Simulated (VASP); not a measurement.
Here is a VASP 6.6.1 calculation.

File INCAR:

```
SYSTEM = MnSiO
PREC = Accurate
ENCUT = 520
EDIFF = 1E-7
ISMEAR = 0
SIGMA = 0.2
LREAL = .False.
LASPH = .True.
NELM = 150
ALGO = Normal
ISIF = 2
LWAVE = .False.
LCHARG = .False.
ISPIN = 2
MAGMOM = 4 4 0 0 0 0
LORBIT = 11
LMAXMIX = 4
GGA = PE
NBANDS = 36
```

The input KPOINTS:

```
Automatic mesh
0
Gamma
  4 4 5
  0 0 0
```

Contents of POSCAR:

```
MnSiO
1.0
    4.8370891225      0.0000000000      0.0000000000
    0.0000000000      4.8370891225      0.0000000000
    0.0000000000      0.0000000000      3.5165327568
Mn Si O
2 2 2
Direct
    0.5000000000      0.0000000000      0.4986101535
    0.0000000000      0.5000000000      0.5013898465
    0.0000000000      0.0000000000      0.5000000000
    0.5000000000      0.5000000000      0.5000000000
    0.5000000000      0.0000000000      0.9986192669
    0.0000000000      0.5000000000      0.0013807331
```

Potentials or basis: VASP PAW PBE potentials, release 64 (Mn_pv, Si, O).

The run is started by

```bash
$ cat potpaw_PBE.64/Mn_pv/POTCAR potpaw_PBE.64/Si/POTCAR potpaw_PBE.64/O/POTCAR > POTCAR
$ mpirun -np 1 vasp_std > vasp.out
```

Estimate the largest force.

0.015 eV/Å.

Estimate the net moment.

3.19 μB per cell.

What does it give for the site moments?

Mn +1.50; Si -0.00; O +0.02 μB.

What does it give for the pressure?

0.5 GPa.

Forces on the atoms (eV/Å):
```
Mn   0.000  0.000 -0.010
Mn   0.000  0.000  0.010
Si   0.000  0.000  0.000
Si   0.000  0.000  0.000
O    0.000  0.000  0.015
O    0.000  0.000 -0.015
```

Caveat: the run started ferromagnetic, and an antiferromagnetic order may lie lower in energy.
